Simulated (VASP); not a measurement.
Input of a VASP 6.6.1 run:

POSCAR

```
Cu
1.0
    2.5170887971      0.0000000000      0.0000000000
   -1.2585443986      2.1798628419      0.0000000000
    0.0000000000      0.0000000000      4.0849690207
Cu
2
Direct
    0.6666666667      0.3333333333      0.7500000000
    0.3333333333      0.6666666667      0.2500000000
```

File INCAR.step1:

```
PREC = Accurate
ENCUT = 520
EDIFF = 1E-5
ISMEAR = -1
SIGMA = 0.05
LREAL = False
LASPH = True
NELM = 60
ALGO = Normal
ISIF = 2
LWAVE = True
LCHARG = False
NBANDS = 18
GGA = PE
```

File INCAR.step2:

```
PREC = Accurate
ENCUT = 520
EDIFF = 1E-6
ISMEAR = -1
SIGMA = 0.05
LREAL = False
LASPH = True
NELM = 60
ALGO = Normal
ISIF = 2
LWAVE = False
LCHARG = False
GGA = PE
LHFCALC = True
HFSCREEN = 0.2079
PRECFOCK = Normal
NBANDS = 18
ISTART = 1
```

Contents of KPOINTS:

```
regular mesh
0
Gamma
  8 8 4
```

Potentials or basis: VASP PAW PBE potentials, release 64 (Cu).

The run is started by

```console
$ cat potpaw_PBE.64/Cu/POTCAR > POTCAR
$ cp INCAR.step1 INCAR
$ mpirun -np 1 vasp_std > vasp.out
$ cp INCAR.step2 INCAR
$ mpirun -np 1 vasp_std > vasp.out
```

Estimate the band gap on the k mesh.

zero (bands 11 and 12 overlap by 7.00 eV).

Estimate the pressure.

11.4 GPa.

Stress tensor (GPa, compression positive):
```
12.32  0.00  0.00
 0.00 12.32  0.00
 0.00  0.00  9.46
```

Caveat: the k points lie up to 0.38 Å⁻¹ apart, too coarse for converged energies and pressures of a metal; the PAW data sets were made with another functional, which shifts forces and pressure a little.
